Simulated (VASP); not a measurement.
# SnO2 (Pa-3) in VASP: notebook

The runs below take SnO2 through single point, with revPBE, BLYP.

Program: VASP 6.6.1. These are calculated values, not measurements. Logs are shortened: lines on timing, memory, paths and dates and some standing lists are left out, and cuts for length are marked.

## Step 1: The cell of the first run

It takes space group Pa-3 (No. 205, cubic). Conventional cell: a = 5.175 Å, b = 5.175 Å, c = 5.175 Å, α = 90.00°, β = 90.00°, γ = 90.00°. Sn (site symmetry -3) has 6 O at 2.11 Å within 2.8 Å. O (site symmetry 3) has 3 Sn at 2.11 Å and 6 O at 2.75 Å within 2.8 Å.

## Step 2: Single point, revPBE

INCAR

```
  PREC = Accurate
  ENCUT = 520
  EDIFF = 1E-6
  ISMEAR = -1
  SIGMA = 0.05
  LREAL = F
  LASPH = T
  NELM = 80
  ALGO = Normal
  ISIF = 2
  LWAVE = F
  LCHARG = F
  GGA = RE
  NBANDS = 64
```

KPOINTS

```
regular mesh
0
Gamma
  4 4 4
```

POSCAR

```
SnO2
1.0
    5.1752560000      0.0000000000      0.0000000000
    0.0000000000      5.1752560000      0.0000000000
    0.0000000000      0.0000000000      5.1752560000
Sn O
4 8
Direct
    0.0000000000      0.0000000000      0.0000000000
    0.5000000000      0.0000000000      0.5000000000
    0.5000000000      0.5000000000      0.0000000000
    0.0000000000      0.5000000000      0.5000000000
    0.6610980000      0.8389020000      0.1610980000
    0.8389020000      0.1610980000      0.6610980000
    0.1610980000      0.6610980000      0.8389020000
    0.3389020000      0.3389020000      0.3389020000
    0.6610980000      0.6610980000      0.6610980000
    0.8389020000      0.3389020000      0.1610980000
    0.1610980000      0.8389020000      0.3389020000
    0.3389020000      0.1610980000      0.8389020000
```

Potentials or basis: VASP PAW PBE potentials, release 64 (Sn_d, O).

Run with:

```console
$ cat potpaw_PBE.64/Sn_d/POTCAR potpaw_PBE.64/O/POTCAR > POTCAR
$ mpirun -np 1 vasp_std > vasp.out
```

OUTCAR:

```text
PREC = Accurate
   ENCUT = 520
   EDIFF = 1E-6
   ISMEAR = -1
   LREAL = F
   LASPH = T
   NELM = 80
   ISIF = 2
   GGA = RE

 ion  position               nearest neighbor table
   1  0.000  0.000  0.000-   5 2.11   6 2.11   7 2.11  10 2.11  11 2.11  12 2.11   2 3.66   3 3.66
                             4 3.66   2 3.66   4 3.66   3 3.66   4 3.66   4 3.66   2 3.66   3 3.66
   2  0.500  0.000  0.500-   5 2.11   6 2.11   8 2.11   9 2.11  11 2.11  12 2.11   1 3.66   3 3.66
                             4 3.66   1 3.66   3 3.66   3 3.66   4 3.66   3 3.66   1 3.66   4 3.66
   3  0.500  0.500  0.000-   5 2.11   7 2.11   8 2.11   9 2.11  10 2.11  12 2.11   1 3.66   2 3.66
                             4 3.66   2 3.66   4 3.66   1 3.66   2 3.66   2 3.66   1 3.66   4 3.66
   4  0.000  0.500  0.500-   6 2.11   7 2.11   8 2.11   9 2.11  10 2.11  11 2.11   1 3.66   2 3.66
                             3 3.66   1 3.66   3 3.66   1 3.66   2 3.66   1 3.66   2 3.66   3 3.66
   5  0.661  0.839  0.161-   1 2.11   2 2.11   3 2.11
   6  0.839  0.161  0.661-   1 2.11   2 2.11   4 2.11
   7  0.161  0.661  0.839-   1 2.11   3 2.11   4 2.11
   8  0.339  0.339  0.339-   2 2.11   3 2.11   4 2.11
   9  0.661  0.661  0.661-   2 2.11   3 2.11   4 2.11
  10  0.839  0.339  0.161-   1 2.11   3 2.11   4 2.11
  11  0.161  0.839  0.339-   1 2.11   2 2.11   4 2.11
  12  0.339  0.161  0.839-   1 2.11   2 2.11   3 2.11

  LATTYP: Found a simple cubic cell.
 ALAT       =     5.1752560000

  Lattice vectors:

 A1 = (   5.1752560000,   0.0000000000,   0.0000000000)
 A2 = (   0.0000000000,   5.1752560000,   0.0000000000)
 A3 = (   0.0000000000,   0.0000000000,   5.1752560000)

Analysis of symmetry for initial positions (statically):
=====================================================================
 Subroutine PRICEL returns:
 Original cell was already a primitive cell.

 Routine SETGRP: Setting up the symmetry group for a
 simple cubic supercell.

 Subroutine GETGRP returns: Found 24 space group operations
 (whereof  6 operations were pure point group operations)
 out of a pool of 48 trial point group operations.

The static configuration has the point symmetry S_6 .
 The point group associated with its full space group is T_h .

Analysis of symmetry for dynamics (positions and initial velocities):
=====================================================================
 Subroutine PRICEL returns:
 Original cell was already a primitive cell.

 Routine SETGRP: Setting up the symmetry group for a
 simple cubic supercell.

 Subroutine GETGRP returns: Found 24 space group operations
 (whereof  6 operations were pure point group operations)
 out of a pool of 48 trial point group operations.

The dynamic configuration has the point symmetry S_6 .
 The point group associated with its full space group is T_h .

 Subroutine INISYM returns: Found 24 space group operations
 (whereof  6 operations are pure point group operations),
 and found     1 'primitive' translations

----------------------------------------------------------------------------------------

                                     Primitive cell

  volume of cell :     138.6103

  direct lattice vectors                    reciprocal lattice vectors
     5.175256000  0.000000000  0.000000000     0.193227156  0.000000000  0.000000000
     0.000000000  5.175256000  0.000000000     0.000000000  0.193227156  0.000000000
     0.000000000  0.000000000  5.175256000     0.000000000  0.000000000  0.193227156

  length of vectors
     5.175256000  5.175256000  5.175256000     0.193227156  0.193227156  0.193227156

  position of ions in fractional coordinates (direct lattice)
     0.000000000  0.000000000  0.000000000
     0.500000000  0.000000000  0.500000000
     0.500000000  0.500000000  0.000000000
     0.000000000  0.500000000  0.500000000
     0.661098000  0.838902000  0.161098000
     0.838902000  0.161098000  0.661098000
     0.161098000  0.661098000  0.838902000
     0.338902000  0.338902000  0.338902000
     0.661098000  0.661098000  0.661098000
     0.838902000  0.338902000  0.161098000
     0.161098000  0.838902000  0.338902000
     0.338902000  0.161098000  0.838902000

  ion indices of the primitive-cell ions
   primitive index   ion index
                 1           1
                 2           2
                 3           3
                 4           4
                 5           5
                 6           6
                 7           7
                 8           8
                 9           9
                10          10
                11          11
                12          12

----------------------------------------------------------------------------------------

 KPOINTS: regular mesh

Automatic generation of k-mesh.
 Grid dimensions read from file:
 generate k-points for:    4    4    4

 Generating k-lattice:

  Cartesian coordinates                     Fractional coordinates (reciprocal lattice)
     0.048306789  0.000000000  0.000000000     0.250000000  0.000000000  0.000000000
     0.000000000  0.048306789  0.000000000     0.000000000  0.250000000  0.000000000
     0.000000000  0.000000000  0.048306789     0.000000000  0.000000000  0.250000000

  Length of vectors
     0.048306789  0.048306789  0.048306789

  Shift w.r.t. Gamma in fractional coordinates (k-lattice)
     0.000000000  0.000000000  0.000000000

 Subroutine IBZKPT returns following result:
 ===========================================

 Found     11 irreducible k-points:

 Following reciprocal coordinates:
            Coordinates               Weight
  0.000000  0.000000  0.000000      1.000000
  0.250000  0.000000  0.000000      6.000000
  0.500000  0.000000  0.000000      3.000000
  0.250000  0.250000  0.000000     12.000000
  0.500000  0.250000  0.000000      6.000000
 -0.250000  0.500000  0.000000      6.000000
  0.500000  0.500000  0.000000      3.000000
  0.250000  0.250000  0.250000      8.000000
  0.500000  0.250000  0.250000     12.000000
  0.500000  0.500000  0.250000      6.000000
  0.500000  0.500000  0.500000      1.000000
   k-points           NKPTS =     11   k-points in BZ     NKDIM =     11   number of bands    NBANDS=     64
   number of dos      NEDOS =    301   number of ions     NIONS =     12
   total plane-waves  NPLWV =  64000
   dimension x,y,z NGX =    40 NGY =   40 NGZ =   40
   dimension x,y,z NGXF=    80 NGYF=   80 NGZF=   80
   ions per type =               4   8
   NGX,Y,Z   is equivalent  to a cutoff of  12.85, 12.85, 12.85 a.u.
   NGXF,Y,Z  is equivalent  to a cutoff of  25.70, 25.70, 25.70 a.u.
 SYSTEM =  unknown system
   PREC   = accura    normal or accurate (medium, high low for compatibility)
   ISTART =      0    job   : 0-new  1-cont  2-samecut
   ICHARG =      2    charge: 1-file 2-atom 10-const
   ISPIN  =      1    spin polarized calculation?
   LNONCOLLINEAR =      F non collinear calculations
   LSORBIT =      F    spin-orbit coupling
   LASPH  =      T    aspherical Exc in radial PAW
   ENCUT  =  520.0 eV  38.22 Ry    6.18 a.u.   9.62  9.62  9.62*2*pi/ulx,y,z
   NELM   =     80;   NELMIN=  2; NELMDL= -5     # of ELM steps
   EDIFF  = 0.1E-05   stopping-criterion for ELM
   LREAL  =      F    real-space projection
   EDIFFG = 0.1E-04   stopping-criterion for IOM
   NSW    =      0    number of steps for IOM
   IBRION =     -1    ionic relax: 0-MD 1-quasi-New 2-CG
   NFREE  =      0    steps in history (QN), initial steepest desc. (CG)
   ISIF   =      2    stress and relaxation
   ISYM   =      2    0-nonsym 1-usesym 2-fastsym
   POTIM  = 0.5000    time-step for ionic-motion
   TEBEG  =    0.0;   TEEND  =   0.0 temperature during run
   PSTRESS=    0.0 pullay stress
   NELECT =     104.0000    total number of electrons
   NUPDOWN=      -1.0000    fix difference up-down
   EMIN   =  10.00;   EMAX   =-10.00  energy-range for DOS
   EFERMI =   0.00;   METHOD = LEGACY
   ISMEAR =    -1;   SIGMA  =   0.05  broadening in eV -4-tet -1-fermi 0-gaus
   EFERMI_NEDOS =   21; number of points for ismear=-14 and -15
   IALGO  =     38    algorithm
   IMIX   =      4    mixing-type and parameters
     AMIX     =   0.40;   BMIX     =  1.00
     AMIX_MAG =   1.60;   BMIX_MAG =  1.00
  volume/ion in A,a.u.               =      11.55        77.95
  Fermi-wavevector in a.u.,A,eV,Ry     =   1.487604  2.811165 30.109240  2.212967
  Thomas-Fermi vector in A             =   2.600744
   LORBIT       =      0    0 simple, 1 ext, 2 COOP (PROOUT), +10 PAW based schemes
   GGA     = RE    functional components
   LHFCALC =     F    Hartree Fock is set to
   AEXX    =    0.0000 exact exchange contribution
   IVDW    =     0    specifies the selected vdW correction
   LEPSILON=     F    determine dielectric tensor
   LRPA    =     F    only Hartree local field effects (RPA)
 non-spin polarized calculation
  energy-cutoff  :      520.00
  volume of cell :      138.61
 maximum number of plane-waves:      3771
 NGX is ok and might be reduce to    40
   NGX = 19   NGY = 19   NGZ = 19

 number of electron     103.9999973 magnetization

 Free energy of the ion-electron system (eV)
  ---------------------------------------------------
  ext. energy  EPLUGINS =         0.00000000
  ---------------------------------------------------
  free energy    TOTEN  =       -69.12397763 eV

  energy without entropy =      -69.12371633  energy(sigma->0) =      -69.12384698

 E-fermi :   7.0359     XC(G=0): -11.4680

 val. band max:        6.6518734065   @ k =   0.5000   0.0000   0.0000
 cond. band min:       7.2606997239   @ k =   0.0000   0.0000   0.0000
 fundamental gap:      0.6088263174
 Fermi energy:         7.0359430917

 k-point     1 :       0.0000    0.0000    0.0000
  band No.  band energies     occupation
      1     -14.1964      2.00000
      2     -14.1964      2.00000
      3     -14.1964      2.00000
      4     -13.5247      2.00000
      5     -13.5247      2.00000
      6     -13.5247      2.00000
[... 726 lines left out ...]
     63      17.7129      0.00000
     64      17.7129      0.00000

------------------------ aborting loop because EDIFF is reached ----------------------------------------

  FORCE on cell =-STRESS in cart. coord.  units (eV):
  Direction    XX          YY          ZZ          XY          YZ          ZX
  --------------------------------------------------------------------------------------
  -------------------------------------------------------------------------------------
  Total        2.6561276      2.6561276      2.6561276      0.0000000      0.0000000     -0.0000000
  in kB       30.7018117     30.7018117     30.7018117      0.0000000      0.0000000     -0.0000000
  external PRESSURE =      30.7018117 kB  Pullay stress =       0.0000000 kB

 VOLUME and BASIS-vectors are now :
 -----------------------------------------------------------------------------
  energy-cutoff  :      520.00
  volume of cell :      138.61
      direct lattice vectors                 reciprocal lattice vectors
     5.175256000  0.000000000  0.000000000     0.193227156  0.000000000  0.000000000
     0.000000000  5.175256000  0.000000000     0.000000000  0.193227156  0.000000000
     0.000000000  0.000000000  5.175256000     0.000000000  0.000000000  0.193227156

 POSITION                                       TOTAL-FORCE (eV/Angst)
 -----------------------------------------------------------------------------------
      0.00000      0.00000      0.00000         0.000000      0.000000      0.000000
      2.58763      0.00000      2.58763         0.000000      0.000000      0.000000
      2.58763      2.58763      0.00000         0.000000      0.000000      0.000000
      0.00000      2.58763      2.58763         0.000000      0.000000      0.000000
      3.42135      4.34153      0.83372        -0.007609      0.007609     -0.007609
      4.34153      0.83372      3.42135         0.007609     -0.007609     -0.007609
      0.83372      3.42135      4.34153        -0.007609     -0.007609      0.007609
      1.75390      1.75390      1.75390         0.007609      0.007609      0.007609
      3.42135      3.42135      3.42135        -0.007609     -0.007609     -0.007609
      4.34153      1.75390      0.83372         0.007609      0.007609     -0.007609
      0.83372      4.34153      1.75390        -0.007609      0.007609      0.007609
      1.75390      0.83372      4.34153         0.007609     -0.007609      0.007609
 -----------------------------------------------------------------------------------
    total drift:                                0.000000      0.000000     -0.000000

  FREE ENERGIE OF THE ION-ELECTRON SYSTEM (eV)
  ---------------------------------------------------
  free  energy   TOTEN  =       -69.1239776270 eV

  energy  without entropy=      -69.1237163267  energy(sigma->0) =      -69.12384698
```

It took 1.7 min on 1 thread of Intel Xeon 6975P-C, shared host; peak memory 0.27 GiB.

Results:

```yaml
Free_energy: -69.1240 eV
Pressure: 3.1 GPa
Largest_force: 0.013 eV/Å
Band_gap_on_the_k_mesh: 0.61 eV, indirect (least direct gap 0.67 eV)
```

Forces on the atoms (eV/Å):
```
Sn   0.000  0.000  0.000
Sn   0.000  0.000  0.000
Sn   0.000  0.000  0.000
Sn   0.000  0.000  0.000
O   -0.008  0.008 -0.008
O    0.008 -0.008 -0.008
O   -0.008 -0.008  0.008
O    0.008  0.008  0.008
O   -0.008 -0.008 -0.008
O    0.008  0.008 -0.008
O   -0.008  0.008  0.008
O    0.008 -0.008  0.008
```

Levels at points of the mesh, in eV from the valence-band top:
```csv
k point,band 48,band 49,band 50,band 51,band 52,band 53,band 54,band 55,band 56,band 57
"(0.00, 0.00, 0.00)",-0.71,-0.27,-0.06,-0.06,-0.06,0.61,5.79,5.79,5.79,7.42
"(0.50, 0.00, 0.00)",-0.71,-0.44,-0.44,0.00,0.00,3.68,3.68,4.91,4.91,7.81
"(0.50, 0.50, 0.00)",-1.11,-0.30,-0.30,-0.30,-0.30,4.56,4.56,4.56,4.56,7.88
"(0.50, 0.50, 0.50)",-1.18,-0.61,-0.61,-0.61,-0.61,5.04,5.04,5.04,5.04,7.34
```

Caveat: the PAW data sets were made with another functional, which shifts forces and pressure a little; spin-orbit coupling is left out, which moves the levels of the heavy elements.

## Step 3: Single point, BLYP

INCAR

```
PREC = Accurate ; ENCUT = 520
EDIFF = 1E-7 ; ISMEAR = -1
SIGMA = 0.05 ; LREAL = False
LASPH = True ; NELM = 100
ALGO = Normal ; ISIF = 2
LWAVE = False ; LCHARG = False
GGA = B5 ; ALDAX = 1.0
AGGAX = 1.0 ; AGGAC = 1.0
ALDAC = 0.0 ; NBANDS = 64
```

KPOINTS

```
Automatic mesh
0
Gamma
  4 4 4
```

POSCAR is that of step 2.

Potentials or basis: VASP PAW PBE potentials, release 64 (Sn_d, O).

Run with:

```console
$ cat potpaw_PBE.64/Sn_d/POTCAR potpaw_PBE.64/O/POTCAR > POTCAR
$ mpirun -np 1 vasp_std > vasp.out
```

It took 2.6 min on 1 thread of Intel Xeon 6975P-C, shared host; peak memory 0.27 GiB.

It converged, with:

```
Free energy            : -68.2544 eV
Pressure               : 6.2 GPa
Largest force          : 0.038 eV/Å
Band gap on the k mesh : 0.62 eV, indirect (least direct gap 0.67 eV)
```

Forces on the atoms (eV/Å):
```
Sn   0.000  0.000  0.000
Sn   0.000  0.000  0.000
Sn   0.000  0.000  0.000
Sn   0.000  0.000  0.000
O   -0.022  0.022 -0.022
O    0.022 -0.022 -0.022
O   -0.022 -0.022  0.022
O    0.022  0.022  0.022
O   -0.022 -0.022 -0.022
O    0.022  0.022 -0.022
O   -0.022  0.022  0.022
O    0.022 -0.022  0.022
```

Levels at points of the mesh, in eV from the valence-band top:
```tsv
k point	band 49	band 50	band 51	band 52	band 53	band 54	band 55	band 56
(0.00, 0.00, 0.00)	-0.28	-0.05	-0.05	-0.05	0.62	5.70	5.70	5.70
(0.50, 0.00, 0.00)	-0.43	-0.43	0.00	0.00	3.65	3.65	4.86	4.86
(0.50, 0.50, 0.00)	-0.29	-0.29	-0.29	-0.29	4.50	4.50	4.50	4.50
(0.50, 0.50, 0.50)	-0.59	-0.59	-0.59	-0.59	4.96	4.96	4.96	4.96
```

Caveat: the PAW data sets were made with another functional, which shifts forces and pressure a little; spin-orbit coupling is left out, which moves the levels of the heavy elements. As with any semilocal functional, this BLYP gap is likely too small.
